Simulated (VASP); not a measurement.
Crystal: BeHN2.

```
Be H N
1.0
     1.36341    0.78716    3.84271
    -1.36341    0.78716    3.84271
     0.00000   -1.57433    3.84271
Be H N
1 1 2
Cartesian
  0.0000 0.0000 0.0000
  0.0000 0.0000 5.7641
  0.0000 0.0000 2.9914
  0.0000 0.0000 8.5367
```

The cell was generated, and may not be a known phase.

```yaml
Program: VASP 6.6.1
Task: relaxation of cell and atoms
Functional: PBE
Potentials_or_basis: VASP PAW PBE potentials, release 64 (Be, H, N)
Cutoff: 600 eV
k_mesh: 18 × 18 × 18
Occupations: gaussian, width 0.1 eV
Spin: no spin polarisation
```

At the start: pressure -0.4 GPa; volume 6.19 Å³/atom.

Problem. How do energy, volume and symmetry change on relaxing?

Solution. Over 8 steps the energy falls by 2.2 meV/atom and the volume is 6.09 Å³/atom (-1.6 %); space group R-3m (No. 166, to 0.1 Å) before and after.

The path:
| step | energy change (eV) | largest force (eV/Å) | pressure (GPa) | volume (Å³) |
| --- | --- | --- | --- | --- |
| 1 | 0.0000 | 0.2599 | -0.41 | 24.74 |
| 2 | -0.0050 | 0.1186 | -0.96 | 24.69 |
| 3 | -0.0067 | 0.0274 | -1.50 | 24.62 |
| 4 | -0.0083 | 0.0054 | 0.14 | 24.35 |
| 5 | -0.0083 | 0.0038 | 0.24 | 24.33 |
| 6 | -0.0087 | 0.0008 | 0.12 | 24.34 |
| 7 | -0.0086 | 0.0151 | -0.14 | 24.35 |
| 8 | -0.0088 | 0.0074 | 0.00 | 24.34 |

Final structure:
```yaml
crystal:
  lattice:
    - [1.36125, 0.78592, 3.79225]
    - [-1.36125, 0.78592, 3.79225]
    - [0.00000, -1.57183, 3.79225]
  atoms:
    - { symbol: Be, position: [0.00000, 0.00000, 0.00000] }
    - { symbol: H, position: [0.50000, 0.50000, 0.50000] }
    - { symbol: N, position: [0.25673, 0.25673, 0.25673] }
    - { symbol: N, position: [0.74327, 0.74327, 0.74327] }
```

Caveat: an odd number of electrons without spin polarisation forces a metal; a magnetic or distorted state may lie lower.
